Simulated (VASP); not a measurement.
# Ti (Pm-3m) in VASP: single point with PBEsol

Aim: the single point of Ti with PBEsol.

All numbers are computed with VASP 6.6.1; they aren't measurements. Logs are shortened: lines on timing, memory, paths and dates and some standing lists are left out, and cuts for length are marked.

### 1 The cell of the first run

The structure is cubic, space group Pm-3m (No. 221). Conventional cell: a = 2.605 Å, b = 2.605 Å, c = 2.605 Å, α = 90.00°, β = 90.00°, γ = 90.00°. Ti (site symmetry m-3m) has 6 Ti at 2.61 Å within 3.4 Å.

### 2 Single point, PBEsol

Contents of INCAR:

```
ALGO = Normal ; EDIFF = 1E-6
ENCUT = 520 ; GGA = PS
ISIF = 2 ; ISMEAR = -1
LASPH = T ; LCHARG = F
LREAL = F ; LWAVE = F
NBANDS = 12 ; NELM = 60
PREC = Accurate ; SIGMA = 0.13605693000000002
```

Contents of KPOINTS:

```
k-points
0
Gamma
  13 13 13
```

Contents of POSCAR:

```
Ti
1.0
    2.6051181234      0.0000000000      0.0000000000
    0.0000000000      2.6051181234      0.0000000000
    0.0000000000      0.0000000000      2.6051181234
Ti
1
Direct
    0.0000000000      0.0000000000      0.0000000000
```

Potentials or basis: VASP PAW PBE potentials, release 64 (Ti_sv).

Command:

```bash
cat potpaw_PBE.64/Ti_sv/POTCAR > POTCAR
mpirun -np 1 vasp_std > vasp.out
```

OUTCAR:

```text
EDIFF = 1E-6
   ENCUT = 520
   GGA = PS
   ISIF = 2
   ISMEAR = -1
   LASPH = T
   LREAL = F
   NELM = 60
   PREC = Accurate

 ion  position               nearest neighbor table
   1  0.000  0.000  0.000-

  LATTYP: Found a simple cubic cell.
 ALAT       =     2.6051181234

  Lattice vectors:

 A1 = (   2.6051181234,   0.0000000000,   0.0000000000)
 A2 = (   0.0000000000,   2.6051181234,   0.0000000000)
 A3 = (   0.0000000000,   0.0000000000,   2.6051181234)

Analysis of symmetry for initial positions (statically):
=====================================================================
 Subroutine PRICEL returns:
 Original cell was already a primitive cell.

 Routine SETGRP: Setting up the symmetry group for a
 simple cubic supercell.

 Subroutine GETGRP returns: Found 48 space group operations
 (whereof 48 operations were pure point group operations)
 out of a pool of 48 trial point group operations.

The static configuration has the point symmetry O_h .

Analysis of symmetry for dynamics (positions and initial velocities):
=====================================================================
 Subroutine PRICEL returns:
 Original cell was already a primitive cell.

 Routine SETGRP: Setting up the symmetry group for a
 simple cubic supercell.

 Subroutine GETGRP returns: Found 48 space group operations
 (whereof 48 operations were pure point group operations)
 out of a pool of 48 trial point group operations.

The dynamic configuration has the point symmetry O_h .

 Subroutine INISYM returns: Found 48 space group operations
 (whereof 48 operations are pure point group operations),
 and found     1 'primitive' translations

----------------------------------------------------------------------------------------

                                     Primitive cell

  volume of cell :      17.6800

  direct lattice vectors                    reciprocal lattice vectors
     2.605118123  0.000000000  0.000000000     0.383859753  0.000000000  0.000000000
     0.000000000  2.605118123  0.000000000     0.000000000  0.383859753  0.000000000
     0.000000000  0.000000000  2.605118123     0.000000000  0.000000000  0.383859753

  length of vectors
     2.605118123  2.605118123  2.605118123     0.383859753  0.383859753  0.383859753

  position of ions in fractional coordinates (direct lattice)
     0.000000000  0.000000000  0.000000000

  ion indices of the primitive-cell ions
   primitive index   ion index
                 1           1

----------------------------------------------------------------------------------------

 KPOINTS: k-points

Automatic generation of k-mesh.
 Grid dimensions read from file:
 generate k-points for:   13   13   13

 Generating k-lattice:

  Cartesian coordinates                     Fractional coordinates (reciprocal lattice)
     0.029527673  0.000000000  0.000000000     0.076923077  0.000000000  0.000000000
     0.000000000  0.029527673  0.000000000     0.000000000  0.076923077  0.000000000
     0.000000000  0.000000000  0.029527673     0.000000000  0.000000000  0.076923077

  Length of vectors
     0.029527673  0.029527673  0.029527673

  Shift w.r.t. Gamma in fractional coordinates (k-lattice)
     0.000000000  0.000000000  0.000000000

 Subroutine IBZKPT returns following result:
 ===========================================

 Found     84 irreducible k-points:

 Following reciprocal coordinates:
            Coordinates               Weight
  0.000000  0.000000  0.000000      1.000000
  0.076923  0.000000  0.000000      6.000000
  0.153846  0.000000  0.000000      6.000000
  0.230769  0.000000  0.000000      6.000000
  0.307692  0.000000  0.000000      6.000000
  0.384615  0.000000  0.000000      6.000000
[... 16 lines left out ...]
  0.307692  0.307692  0.000000     12.000000
  0.384615  0.307692  0.000000     24.000000
 [... further k-points ...]
   k-points           NKPTS =     84   k-points in BZ     NKDIM =     84   number of bands    NBANDS=     12
   number of dos      NEDOS =    301   number of ions     NIONS =      1
   total plane-waves  NPLWV =   8000
   dimension x,y,z NGX =    20 NGY =   20 NGZ =   20
   dimension x,y,z NGXF=    40 NGYF=   40 NGZF=   40
   ions per type =               1
   NGX,Y,Z   is equivalent  to a cutoff of  12.76, 12.76, 12.76 a.u.
   NGXF,Y,Z  is equivalent  to a cutoff of  25.53, 25.53, 25.53 a.u.
 SYSTEM =  unknown system
   PREC   = accura    normal or accurate (medium, high low for compatibility)
   ISTART =      0    job   : 0-new  1-cont  2-samecut
   ICHARG =      2    charge: 1-file 2-atom 10-const
   ISPIN  =      1    spin polarized calculation?
   LNONCOLLINEAR =      F non collinear calculations
   LSORBIT =      F    spin-orbit coupling
   LASPH  =      T    aspherical Exc in radial PAW
   ENCUT  =  520.0 eV  38.22 Ry    6.18 a.u.   4.84  4.84  4.84*2*pi/ulx,y,z
   NELM   =     60;   NELMIN=  2; NELMDL= -5     # of ELM steps
   EDIFF  = 0.1E-05   stopping-criterion for ELM
   LREAL  =      F    real-space projection
   EDIFFG = 0.1E-04   stopping-criterion for IOM
   NSW    =      0    number of steps for IOM
   IBRION =     -1    ionic relax: 0-MD 1-quasi-New 2-CG
   NFREE  =      0    steps in history (QN), initial steepest desc. (CG)
   ISIF   =      2    stress and relaxation
   ISYM   =      2    0-nonsym 1-usesym 2-fastsym
   POTIM  = 0.5000    time-step for ionic-motion
   TEBEG  =    0.0;   TEEND  =   0.0 temperature during run
   PSTRESS=    0.0 pullay stress
   NELECT =      12.0000    total number of electrons
   NUPDOWN=      -1.0000    fix difference up-down
   EMIN   =  10.00;   EMAX   =-10.00  energy-range for DOS
   EFERMI =   0.00;   METHOD = LEGACY
   ISMEAR =    -1;   SIGMA  =   0.14  broadening in eV -4-tet -1-fermi 0-gaus
   EFERMI_NEDOS =   21; number of points for ismear=-14 and -15
   IALGO  =     38    algorithm
   IMIX   =      4    mixing-type and parameters
     AMIX     =   0.40;   BMIX     =  1.00
     AMIX_MAG =   1.60;   BMIX_MAG =  1.00
  volume/ion in A,a.u.               =      17.68       119.31
  Fermi-wavevector in a.u.,A,eV,Ry     =   1.438714  2.718775 28.162675  2.069898
  Thomas-Fermi vector in A             =   2.557650
   LORBIT       =      0    0 simple, 1 ext, 2 COOP (PROOUT), +10 PAW based schemes
   GGA     = PS    functional components
   LHFCALC =     F    Hartree Fock is set to
   AEXX    =    0.0000 exact exchange contribution
   IVDW    =     0    specifies the selected vdW correction
   LEPSILON=     F    determine dielectric tensor
   LRPA    =     F    only Hartree local field effects (RPA)
 non-spin polarized calculation
  energy-cutoff  :      520.00
  volume of cell :       17.68
 maximum number of plane-waves:       488
 NGX is ok and might be reduce to    20
   NGX =  9   NGY =  9   NGZ =  9

 number of electron      11.9999996 magnetization

 Free energy of the ion-electron system (eV)
  ---------------------------------------------------
  ext. energy  EPLUGINS =         0.00000000
  ---------------------------------------------------
  free energy    TOTEN  =        -7.56351027 eV

  energy without entropy =       -7.43679519  energy(sigma->0) =       -7.50015273

 E-fermi :   7.8185     XC(G=0): -11.4502

 val. band max:        7.8011016166   @ k =   0.4615   0.1538   0.0769
 cond. band min:       7.8270233088   @ k =   0.3846   0.1538   0.1538
 fundamental gap:      0.0259216922
 Fermi energy:         7.8184731331

 k-point     1 :       0.0000    0.0000    0.0000
  band No.  band energies     occupation
      1     -48.4857      2.00000
      2     -24.3068      2.00000
      3     -24.3068      2.00000
      4     -24.3068      2.00000
      5       2.0136      2.00000
      6       6.4502      1.99991
      7       6.4502      1.99991
      8      11.8982      0.00000
      9      11.8982      0.00000
     10      11.8982      0.00000
     11      23.8933      0.00000
     12      23.8933      0.00000

 k-point     2 :       0.0769    0.0000    0.0000
  band No.  band energies     occupation
      1     -48.4774      2.00000
      2     -24.3657      2.00000
      3     -24.3018      2.00000
      4     -24.3018      2.00000
      5       2.1725      2.00000
      6       6.4897      1.99989
      7       6.5681      1.99980
      8      11.7608      0.00000
      9      11.7608      0.00000
     10      11.9083      0.00000
     11      22.7349      0.00000
     12      24.1498      0.00000

 k-point     3 :       0.1538    0.0000    0.0000
  band No.  band energies     occupation
      1     -48.4545      2.00000
      2     -24.5270      2.00000
      3     -24.2879      2.00000
      4     -24.2879      2.00000
      5       2.6279      2.00000
      6       6.6011      1.99974
      7       6.8960      1.99773
      8      11.4007      0.00000
      9      11.4007      0.00000
     10      11.9366      0.00000
     11      20.6663      0.00000
     12      24.8686      0.00000
[... 286 lines left out ...]
 k-point    23 :       0.3077    0.3077    0.0000
  band No.  band energies     occupation
      1     -48.2915      2.00000
      2     -24.9067      2.00000
      3     -24.8778      2.00000
      4     -24.1902      2.00000
      5       5.4102      2.00000
      6       7.2003      1.97895
      7       9.3614      0.00002
      8      10.1602      0.00000
      9      10.6524      0.00000
     10      10.8336      0.00000
     11      17.4257      0.00000
     12      20.4296      0.00000

 k-point    24 :       0.3846    0.3077    0.0000
  band No.  band energies     occupation
      1     -48.2633      2.00000
      2     -25.0729      2.00000
      3     -24.8657      2.00000
      4     -24.1736      2.00000
      5       5.5829      2.00000
      6       7.2194      1.97581
      7       9.7012      0.00000
      8      10.4103      0.00000
      9      10.8292      0.00000
     10      10.9826      0.00000
     11      16.2627      0.00000
     12      20.7701      0.00000

 [... further k-points ...]
[... 5 lines left out ...]
  --------------------------------------------------------------------------------------
  -------------------------------------------------------------------------------------
  Total       -0.0552500     -0.0552500     -0.0552500      0.0000000     -0.0000000      0.0000000
  in kB       -5.0068022     -5.0068022     -5.0068022      0.0000000     -0.0000000      0.0000000
  external PRESSURE =      -5.0068022 kB  Pullay stress =       0.0000000 kB

 VOLUME and BASIS-vectors are now :
 -----------------------------------------------------------------------------
  energy-cutoff  :      520.00
  volume of cell :       17.68
      direct lattice vectors                 reciprocal lattice vectors
     2.605118123  0.000000000  0.000000000     0.383859753  0.000000000  0.000000000
     0.000000000  2.605118123  0.000000000     0.000000000  0.383859753  0.000000000
     0.000000000  0.000000000  2.605118123     0.000000000  0.000000000  0.383859753

 POSITION                                       TOTAL-FORCE (eV/Angst)
 -----------------------------------------------------------------------------------
      0.00000      0.00000      0.00000         0.000000      0.000000      0.000000
 -----------------------------------------------------------------------------------
    total drift:                                0.000000      0.000000      0.000000

  FREE ENERGIE OF THE ION-ELECTRON SYSTEM (eV)
  ---------------------------------------------------
  free  energy   TOTEN  =        -7.5635102728 eV

  energy  without entropy=       -7.4367951909  energy(sigma->0) =       -7.50015273
```

It took 17 s on 1 thread of Intel Xeon Platinum 8375C at 2.90GHz (Ice Lake), shared host; peak memory 0.13 GiB.

Results:

* Free energy: -7.5635 eV
* Pressure: -0.5 GPa
* Band gap on the k mesh: zero (band 6 reaches 8.52 eV, above the bottom of band 7 at 6.45 eV)

Caveat: the PAW data sets were made with another functional, which shifts forces and pressure a little.
